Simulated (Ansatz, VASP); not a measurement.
**Two plane-wave programs on Ge**

```
CELL_PARAMETERS angstrom
3.96500 0.00000 0.00000
-1.98250 3.43379 0.00000
0.00000 0.00000 28.00000
ATOMIC_POSITIONS crystal
Ge 0.33333 0.66667 0.51832
Ge 0.66667 0.33333 0.48168
```

Alike in both runs: task single point; functional PBE; dispersion D3(BJ); k mesh 12 × 12 × 1; occupations gaussian, width 0.1 eV; no spin polarisation.

|  | VASP | Ansatz |
| --- | --- | --- |
| version | VASP 6.6.1 | Ansatz 0.2.0 |
| potentials or method | VASP PAW PBE potentials, release 64 (Ge_d), cutoff 520 eV | scalar-relativistic, plane waves, PAW |
| valence electrons in the cell | 28 | 28 |

```csv
,VASP,Ansatz,Ansatz less VASP
gap on the k mesh at the Fermi level (eV),none,none,-
rms of the force components (eV/Å),0.682,0.680,-0.0016
```

Atom by atom the forces differ by 0.002 eV/Å (rms over components). A gap of «none» marks a metal or a gap that the smearing closes.
